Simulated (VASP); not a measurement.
Wanted: the native input for a VASP 6.6.1 run.

```yaml
Task: single point
Functional: r2SCAN
Potentials_or_basis: VASP PAW PBE potentials, release 64 (Sr_sv, Ti_sv, O)
Cutoff: 520 eV
k_mesh: 6 × 6 × 6
Occupations: gaussian, width 0.01 eV
Spin: no spin polarisation
Dipole_correction: no
Further_INCAR_settings: ALGO = Normal; EDIFF = 1e-06; NBANDS = 28
```

The system is SrTiO3.

```
Sr Ti O
1.0
     3.90685    0.00000    0.00000
     0.00000    3.90685    0.00000
     0.00000    0.00000    3.75058
Sr Ti O
1 1 3
Cartesian
  0.0000 0.0000 0.0000
  1.9534 1.9534 1.8753
  1.9534 1.9534 0.0000
  1.9534 0.0000 1.8753
  0.0000 1.9534 1.8753
```

This cell differs from its parent crystal: uniaxial z strain -4.0%.

These files were run (other wordings do the same):

POSCAR

```
SrTiO3
1.0
    3.9068515016      0.0000000000      0.0000000000
    0.0000000000      3.9068515016      0.0000000000
    0.0000000000      0.0000000000      3.7505774415
Sr Ti O
1 1 3
Direct
    0.0000000000      0.0000000000      0.0000000000
    0.5000000000      0.5000000000      0.5000000000
    0.5000000000      0.5000000000      0.0000000000
    0.5000000000      0.0000000000      0.5000000000
    0.0000000000      0.5000000000      0.5000000000
```

INCAR.step1

```
PREC = Accurate
ENCUT = 520
ISMEAR = 0
SIGMA = 0.01
LREAL = False
LASPH = True
NELM = 60
NBANDS = 28
GGA = PE
ALGO = Normal
EDIFF = 1E-4
LWAVE = True
LCHARG = False
```

INCAR.step2

```
PREC = Accurate
ENCUT = 520
EDIFF = 1E-6
ISMEAR = 0
SIGMA = 0.01
LREAL = False
LASPH = True
NELM = 60
ALGO = Normal
ISIF = 2
LWAVE = False
LCHARG = False
METAGGA = R2SCAN
LMIXTAU = True
NBANDS = 28
ISTART = 1
```

KPOINTS

```
Automatic mesh
0
Gamma
  6 6 6
```

Potentials or basis: VASP PAW PBE potentials, release 64 (Sr_sv, Ti_sv, O).

Command:

```console
$ cat potpaw_PBE.64/Sr_sv/POTCAR potpaw_PBE.64/Ti_sv/POTCAR potpaw_PBE.64/O/POTCAR > POTCAR
$ cp INCAR.step1 INCAR
$ mpirun -np 1 vasp_std > vasp.out
$ cp INCAR.step2 INCAR
$ mpirun -np 1 vasp_std > vasp.out
```

It gave:

| Item | Value |
| --- | --- |
| Pressure | 10.1 GPa |
| Band gap on the k mesh | 2.29 eV (least direct gap 2.64 eV) |

Caveat: the cell differs from its parent crystal (uniaxial z strain -4.0%); the cell stands under pressure; the PAW data sets were made with another functional, which shifts forces and pressure a little.

Run time: 5.8 min on 1 thread of Intel Xeon 8259CL, with other jobs on the host, peak memory 0.21 GiB.
